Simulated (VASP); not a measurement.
PbS: single point with LDA

Crystal: PbS.

```
Pb S
1.0
     2.05694   -3.56583    0.00000
     2.05694    3.56583    0.00000
     0.00000    0.00000    7.55994
Pb S
2 2
Direct
  0.00103 0.99897 0.48673
  0.99897 0.00103 0.98673
  0.66714 0.33286 0.69247
  0.33286 0.66714 0.19247
```

```json
{"Program": "VASP 6.6.1", "Task": "single point", "Functional": "LDA", "Potentials or basis": "VASP PAW LDA potentials, release 64 (Pb_d, S)", "Cutoff": "520 eV", "k mesh": "6 × 6 × 4", "Occupations": "gaussian, width 0.01 eV", "Spin": "no spin polarisation", "Dipole correction": "no", "Further INCAR settings": "ALGO = Normal; EDIFF = 1e-06; NBANDS = 28"}
```

```
Pressure               : -3.3 GPa
Largest force          : 0.061 eV/Å
Band gap on the k mesh : 0.34 eV, indirect (least direct gap 1.15 eV)
```

Forces on the atoms (eV/Å):
```
Pb   0.000  0.005  0.060
Pb   0.000 -0.005  0.060
S    0.000 -0.003 -0.060
S    0.000  0.003 -0.060
```

Stress tensor (GPa, compression positive):
```
-3.20  0.00  0.00
 0.00 -3.23  0.00
 0.00  0.00 -3.56
```

Levels at points of the mesh, in eV from the valence-band top:
```csv
k point,band 17,band 18,band 19,band 20,band 21,band 22,band 23,band 24
"(0.00, 0.00, 0.00)",-1.81,-1.47,-1.46,-0.21,0.93,3.38,3.38,3.71
"(0.50, 0.00, 0.00)",-2.92,-1.80,-1.48,-0.89,0.34,2.35,2.70,3.82
"(0.50, 0.50, 0.00)",-2.91,-1.80,-1.48,-0.88,0.34,2.37,2.70,3.82
"(0.00, 0.00, 0.50)",-1.64,-1.64,-1.39,-1.39,2.50,2.50,3.45,3.45
"(0.50, 0.00, 0.50)",-2.45,-2.45,-2.39,-2.39,2.28,2.28,3.20,3.20
"(0.50, 0.50, 0.50)",-2.44,-2.44,-2.39,-2.39,2.28,2.28,3.21,3.21
```

Run time: 2.3 min on 1 thread of AMD EPYC 7R13, with other jobs on the host, peak memory 0.22 GiB.

Caveat: spin-orbit coupling is left out, which moves the levels of the heavy elements. A k mesh can miss the band edges.
